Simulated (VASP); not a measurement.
Crystal: GaN.

```
Ga N
1.0
     0.00000    2.25350    2.25350
     2.25350    0.00000    2.25350
     2.25350    2.25350    0.00000
Ga N
1 1
Direct
  0.00000 0.00000 0.00000
  0.25000 0.25000 0.25000
```

- Program: VASP 6.6.1
- Task: relaxation of cell and atoms
- Functional: PBE
- Potentials or basis: VASP PAW PBE potentials, release 64 (Ga_d, N)
- Cutoff: 600 eV
- k mesh: 10 × 10 × 10
- Occupations: gaussian, width 0.02 eV
- Spin: no spin polarisation

At the start: pressure 4.9 GPa; volume 11.44 Å³/atom.

Where does the relaxation end?

Over 3 steps the energy falls by 4.7 meV/atom and the volume is 11.76 Å³/atom (+2.8 %); space group F-43m (No. 216, to 0.1 Å) before and after.

Step by step:
```
step  energy change (eV)  largest force (eV/Å)  pressure (GPa)  volume (Å³)
   1              0.0000                0.0000            4.92        22.89
   2             -0.0029                0.0000           -3.73        24.07
   3             -0.0095                0.0000           -0.02        23.52
```

Final structure:
```
CELL_PARAMETERS angstrom
0.00000 2.27410 2.27410
2.27410 0.00000 2.27410
2.27410 2.27410 0.00000
ATOMIC_POSITIONS crystal
Ga 0.00000 0.00000 0.00000
N 0.25000 0.25000 0.25000
```
